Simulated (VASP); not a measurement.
# AlAs (kn) (F-43m) in VASP: single point with PBEsol

Aim: the single point of AlAs (kn) with PBEsol.

Program: VASP 6.6.1. These are calculated values, not measurements. Logs are shortened: lines on timing, memory, paths and dates and some standing lists are left out, and cuts for length are marked.

## (1) The cell of the first run

Symmetry: F-43m, No. 216, cubic system. The conventional cell has a = 5.674 Å, b = 5.674 Å, c = 5.674 Å, α = 90.00°, β = 90.00°, γ = 90.00°. Al (site symmetry -43m) has 4 As at 2.46 Å within 3.2 Å. As (site symmetry -43m) has 4 Al at 2.46 Å within 3.2 Å.

## (2) Single point, PBEsol

The input, INCAR:

```
SYSTEM = AlAs
PREC = Accurate ; ENCUT = 500
EDIFF = 1E-6 ; ISMEAR = 0
SIGMA = 0.02 ; LREAL = .FALSE.
LASPH = .TRUE. ; NELM = 120
ALGO = Normal ; ISIF = 2
LWAVE = .FALSE. ; LCHARG = .FALSE.
GGA = PS ; NBANDS = 11
GGA_COMPAT = .FALSE.
```

The input, KPOINTS:

```
regular mesh
0
G
  6 6 6
  0 0 0
```

The input, POSCAR:

```
AlAs
1.0
    0.0000000000      2.8371986853      2.8371986853
    2.8371986853      0.0000000000      2.8371986853
    2.8371986853      2.8371986853      0.0000000000
Al As
1 1
Direct
    0.0000000000      0.0000000000      0.0000000000
    0.2500000000      0.2500000000      0.2500000000
```

Potentials or basis: VASP PAW PBE potentials, release 64 (Al, As).

Started as:

```console
$ cat potpaw_PBE.64/Al/POTCAR potpaw_PBE.64/As/POTCAR > POTCAR
$ mpirun -np 1 vasp_std > vasp.out
```

OUTCAR:

```text
SYSTEM = AlAs
   PREC = Accurate
   ENCUT = 500
   EDIFF = 1E-6
   ISMEAR = 0
   LREAL = .FALSE.
   LASPH = .TRUE.
   NELM = 120
   ISIF = 2
   GGA = PS

 ion  position               nearest neighbor table
   1  0.000  0.000  0.000-   2 2.46   2 2.46   2 2.46   2 2.46
   2  0.250  0.250  0.250-   1 2.46   1 2.46   1 2.46   1 2.46

  LATTYP: Found a face centered cubic cell.
 ALAT       =     5.6743973706

  Lattice vectors:

 A1 = (   0.0000000000,   2.8371986853,   2.8371986853)
 A2 = (   2.8371986853,   0.0000000000,   2.8371986853)
 A3 = (   2.8371986853,   2.8371986853,   0.0000000000)

Analysis of symmetry for initial positions (statically):
=====================================================================
 Subroutine PRICEL returns:
 Original cell was already a primitive cell.

 Routine SETGRP: Setting up the symmetry group for a
 face centered cubic supercell.

 Subroutine GETGRP returns: Found 24 space group operations
 (whereof 24 operations were pure point group operations)
 out of a pool of 48 trial point group operations.

The static configuration has the point symmetry T_d .

Analysis of symmetry for dynamics (positions and initial velocities):
=====================================================================
 Subroutine PRICEL returns:
 Original cell was already a primitive cell.

 Routine SETGRP: Setting up the symmetry group for a
 face centered cubic supercell.

 Subroutine GETGRP returns: Found 24 space group operations
 (whereof 24 operations were pure point group operations)
 out of a pool of 48 trial point group operations.

The dynamic configuration has the point symmetry T_d .

 Subroutine INISYM returns: Found 24 space group operations
 (whereof 24 operations are pure point group operations),
 and found     1 'primitive' translations

----------------------------------------------------------------------------------------

                                     Primitive cell

  volume of cell :      45.6772

  direct lattice vectors                    reciprocal lattice vectors
     0.000000000  2.837198685  2.837198685    -0.176230168  0.176230168  0.176230168
     2.837198685  0.000000000  2.837198685     0.176230168 -0.176230168  0.176230168
     2.837198685  2.837198685  0.000000000     0.176230168  0.176230168 -0.176230168

  length of vectors
     4.012404860  4.012404860  4.012404860     0.305239604  0.305239604  0.305239604

  position of ions in fractional coordinates (direct lattice)
     0.000000000  0.000000000  0.000000000
     0.250000000  0.250000000  0.250000000

  ion indices of the primitive-cell ions
   primitive index   ion index
                 1           1
                 2           2

----------------------------------------------------------------------------------------

 KPOINTS: regular mesh

Automatic generation of k-mesh.
 Grid dimensions read from file:
 generate k-points for:    6    6    6

 Generating k-lattice:

  Cartesian coordinates                     Fractional coordinates (reciprocal lattice)
    -0.029371695  0.029371695  0.029371695     0.166666667  0.000000000  0.000000000
     0.029371695 -0.029371695  0.029371695     0.000000000  0.166666667  0.000000000
     0.029371695  0.029371695 -0.029371695     0.000000000  0.000000000  0.166666667

  Length of vectors
     0.050873267  0.050873267  0.050873267

  Shift w.r.t. Gamma in fractional coordinates (k-lattice)
     0.000000000  0.000000000  0.000000000

 Subroutine IBZKPT returns following result:
 ===========================================

 Found     16 irreducible k-points:

 Following reciprocal coordinates:
            Coordinates               Weight
  0.000000  0.000000  0.000000      1.000000
  0.166667  0.000000  0.000000      8.000000
  0.333333  0.000000  0.000000      8.000000
  0.500000  0.000000  0.000000      4.000000
  0.166667  0.166667  0.000000      6.000000
  0.333333  0.166667  0.000000     24.000000
[... 8 lines left out ...]
 -0.333333  0.333333  0.166667     24.000000
 -0.333333  0.500000  0.166667     12.000000
   k-points           NKPTS =     16   k-points in BZ     NKDIM =     16   number of bands    NBANDS=     11
   number of dos      NEDOS =    301   number of ions     NIONS =      2
   total plane-waves  NPLWV =  27000
   dimension x,y,z NGX =    30 NGY =   30 NGZ =   30
   dimension x,y,z NGXF=    60 NGYF=   60 NGZF=   60
   ions per type =               1   1
   NGX,Y,Z   is equivalent  to a cutoff of  12.43, 12.43, 12.43 a.u.
   NGXF,Y,Z  is equivalent  to a cutoff of  24.86, 24.86, 24.86 a.u.
 SYSTEM =  AlAs
   PREC   = accura    normal or accurate (medium, high low for compatibility)
   ISTART =      0    job   : 0-new  1-cont  2-samecut
   ICHARG =      2    charge: 1-file 2-atom 10-const
   ISPIN  =      1    spin polarized calculation?
   LNONCOLLINEAR =      F non collinear calculations
   LSORBIT =      F    spin-orbit coupling
   LASPH  =      T    aspherical Exc in radial PAW
   ENCUT  =  500.0 eV  36.75 Ry    6.06 a.u.   7.32  7.32  7.32*2*pi/ulx,y,z
   NELM   =    120;   NELMIN=  2; NELMDL= -5     # of ELM steps
   EDIFF  = 0.1E-05   stopping-criterion for ELM
   LREAL  =      F    real-space projection
   EDIFFG = 0.1E-04   stopping-criterion for IOM
   NSW    =      0    number of steps for IOM
   IBRION =     -1    ionic relax: 0-MD 1-quasi-New 2-CG
   NFREE  =      0    steps in history (QN), initial steepest desc. (CG)
   ISIF   =      2    stress and relaxation
   ISYM   =      2    0-nonsym 1-usesym 2-fastsym
   POTIM  = 0.5000    time-step for ionic-motion
   TEBEG  =    0.0;   TEEND  =   0.0 temperature during run
   PSTRESS=    0.0 pullay stress
   NELECT =       8.0000    total number of electrons
   NUPDOWN=      -1.0000    fix difference up-down
   EMIN   =  10.00;   EMAX   =-10.00  energy-range for DOS
   EFERMI =   0.00;   METHOD = LEGACY
   ISMEAR =     0;   SIGMA  =   0.02  broadening in eV -4-tet -1-fermi 0-gaus
   EFERMI_NEDOS =   21; number of points for ismear=-14 and -15
   IALGO  =     38    algorithm
   IMIX   =      4    mixing-type and parameters
     AMIX     =   0.40;   BMIX     =  1.00
     AMIX_MAG =   1.60;   BMIX_MAG =  1.00
  volume/ion in A,a.u.               =      22.84       154.12
  Fermi-wavevector in a.u.,A,eV,Ry     =   0.915950  1.730894 11.414803  0.838964
  Thomas-Fermi vector in A             =   2.040750
   LORBIT       =      0    0 simple, 1 ext, 2 COOP (PROOUT), +10 PAW based schemes
   GGA     = PS    functional components
   LHFCALC =     F    Hartree Fock is set to
   AEXX    =    0.0000 exact exchange contribution
   IVDW    =     0    specifies the selected vdW correction
   LEPSILON=     F    determine dielectric tensor
   LRPA    =     F    only Hartree local field effects (RPA)
 non-spin polarized calculation
 Gauss-broadening in eV      SIGMA  =   0.02
  energy-cutoff  :      500.00
  volume of cell :       45.68
 maximum number of plane-waves:      1211
 NGX is ok and might be reduce to    30
   NGX = 15   NGY = 15   NGZ = 15

 number of electron       8.0000000 magnetization

 Free energy of the ion-electron system (eV)
  ---------------------------------------------------
  ext. energy  EPLUGINS =         0.00000000
  ---------------------------------------------------
  free energy    TOTEN  =       -10.05352663 eV

  energy without entropy =      -10.05352663  energy(sigma->0) =      -10.05352663

 E-fermi :   3.8606     XC(G=0):  -9.1657

 val. band max:        3.7468191944   @ k =   0.0000   0.0000   0.0000
 cond. band min:       5.0738755243   @ k =   0.5000   0.5000   0.0000
 fundamental gap:      1.3270563298
 Fermi energy:         3.8605709832

 k-point     1 :       0.0000    0.0000    0.0000
  band No.  band energies     occupation
      1      -8.1001      2.00000
      2       3.7468      2.00000
      3       3.7468      2.00000
      4       3.7468      2.00000
      5       5.6689      0.00000
      6       7.9933      0.00000
      7       7.9933      0.00000
      8       7.9933      0.00000
      9      12.4146      0.00000
     10      12.7192      0.00000
     11      12.7192      0.00000

 k-point     2 :       0.1667    0.0000    0.0000
  band No.  band energies     occupation
      1      -7.8333      2.00000
      2       1.6336      2.00000
      3       3.4845      2.00000
      4       3.4845      2.00000
      5       6.4760      0.00000
      6       8.4269      0.00000
      7       8.4269      0.00000
      8       8.8535      0.00000
      9      11.9116      0.00000
     10      11.9116      0.00000
     11      13.2961      0.00000

 k-point     3 :       0.3333    0.0000    0.0000
  band No.  band energies     occupation
      1      -7.1582      2.00000
      2      -0.7534      2.00000
      3       3.0860      2.00000
      4       3.0860      2.00000
      5       6.0249      0.00000
      6       8.5545      0.00000
      7       8.5545      0.00000
      8      11.0950      0.00000
      9      12.7183      0.00000
     10      12.7183      0.00000
     11      12.9342      0.00000

 k-point     4 :       0.5000    0.0000    0.0000
  band No.  band energies     occupation
      1      -6.6882      2.00000
      2      -1.8271      2.00000
      3       2.9254      2.00000
      4       2.9254      2.00000
      5       5.7982      0.00000
      6       8.3687      0.00000
      7       8.3687      0.00000
      8      11.3075      0.00000
      9      14.7484      0.00000
     10      15.2140      0.00000
     11      15.2140      0.00000

 k-point     5 :       0.1667    0.1667    0.0000
  band No.  band energies     occupation
      1      -7.7432      2.00000
      2       1.7230      2.00000
      3       2.9627      2.00000
      4       2.9627      2.00000
      5       6.9664      0.00000
      6       7.5816      0.00000
      7       9.3173      0.00000
      8       9.3173      0.00000
      9      10.5742      0.00000
     10      13.2044      0.00000
     11      14.2283      0.00000
[... 99 lines left out ...]
 k-point    13 :       0.5000    0.5000    0.0000
  band No.  band energies     occupation
      1      -6.1437      2.00000
      2      -1.6743      2.00000
      3       1.5751      2.00000
      4       1.5751      2.00000
      5       5.0739      0.00000
      6       5.9600      0.00000
      7      13.9707      0.00000
      8      13.9707      0.00000
      9      15.3371      0.00000
     10      16.2494      0.00000
     11      16.2494      0.00000

 k-point    14 :       0.5000    0.3333    0.1667
  band No.  band energies     occupation
      1      -6.6362      2.00000
      2      -0.8910      2.00000
      3       1.0168      2.00000
      4       2.0953      2.00000
      5       7.3275      0.00000
      6       8.2205      0.00000
      7       8.8142      0.00000
      8      11.5921      0.00000
      9      12.9149      0.00000
     10      14.3437      0.00000
     11      16.6161      0.00000

 k-point    15 :      -0.3333    0.3333    0.1667
  band No.  band energies     occupation
      1      -6.2787      2.00000
      2      -1.3687      2.00000
      3       0.5615      2.00000
      4       1.7133      2.00000
      5       7.5930      0.00000
      6       8.2481      0.00000
      7      10.3754      0.00000
      8      11.0608      0.00000
      9      12.0149      0.00000
     10      15.1155      0.00000
     11      16.4400      0.00000

 k-point    16 :      -0.3333    0.5000    0.1667
  band No.  band energies     occupation
      1      -6.1197      2.00000
      2      -1.4338      2.00000
      3       0.8012      2.00000
      4       1.0460      2.00000
      5       6.8205      0.00000
      6       7.7878      0.00000
      7      10.7754      0.00000
      8      11.4874      0.00000
      9      14.2230      0.00000
     10      15.9809      0.00000
     11      16.1899      0.00000

------------------------ aborting loop because EDIFF is reached ----------------------------------------

  FORCE on cell =-STRESS in cart. coord.  units (eV):
  Direction    XX          YY          ZZ          XY          YZ          ZX
  --------------------------------------------------------------------------------------
  -------------------------------------------------------------------------------------
  Total        0.0849899      0.0849899      0.0849899     -0.0000000      0.0000000      0.0000000
  in kB        2.9811144      2.9811144      2.9811144     -0.0000000      0.0000000      0.0000000
  external PRESSURE =       2.9811144 kB  Pullay stress =       0.0000000 kB

 VOLUME and BASIS-vectors are now :
 -----------------------------------------------------------------------------
  energy-cutoff  :      500.00
  volume of cell :       45.68
      direct lattice vectors                 reciprocal lattice vectors
     0.000000000  2.837198685  2.837198685    -0.176230168  0.176230168  0.176230168
     2.837198685  0.000000000  2.837198685     0.176230168 -0.176230168  0.176230168
     2.837198685  2.837198685  0.000000000     0.176230168  0.176230168 -0.176230168

 POSITION                                       TOTAL-FORCE (eV/Angst)
 -----------------------------------------------------------------------------------
      0.00000      0.00000      0.00000        -0.000000     -0.000000      0.000000
      1.41860      1.41860      1.41860         0.000000      0.000000     -0.000000
 -----------------------------------------------------------------------------------
    total drift:                                0.000000      0.000000      0.000000

  FREE ENERGIE OF THE ION-ELECTRON SYSTEM (eV)
  ---------------------------------------------------
  free  energy   TOTEN  =       -10.0535266284 eV

  energy  without entropy=      -10.0535266284  energy(sigma->0) =      -10.05352663
```

Run time: 6.7 s. Hardware: 1 thread of Intel Xeon Platinum 8559C (Emerald Rapids), shared host; peak memory 0.16 GiB.

What came out:

* Free energy: -10.0535 eV
* Pressure: 0.3 GPa
* Band gap on the k mesh: 1.33 eV, indirect (least direct gap 1.92 eV)

Levels at points of the mesh, in eV from the valence-band top:
| k point | band 2 | band 3 | band 4 | band 5 | band 6 | band 7 |
| --- | --- | --- | --- | --- | --- | --- |
| (0.00, 0.00, 0.00) | 0.00 | 0.00 | 0.00 | 1.92 | 4.25 | 4.25 |
| (0.50, 0.00, 0.00) | -5.57 | -0.82 | -0.82 | 2.05 | 4.62 | 4.62 |
| (0.50, 0.50, 0.00) | -5.42 | -2.17 | -2.17 | 1.33 | 2.21 | 10.22 |

Caveat: the PAW data sets were made with another functional, which shifts forces and pressure a little. A hybrid or GW would open this gap; PBEsol tends to underestimate it.
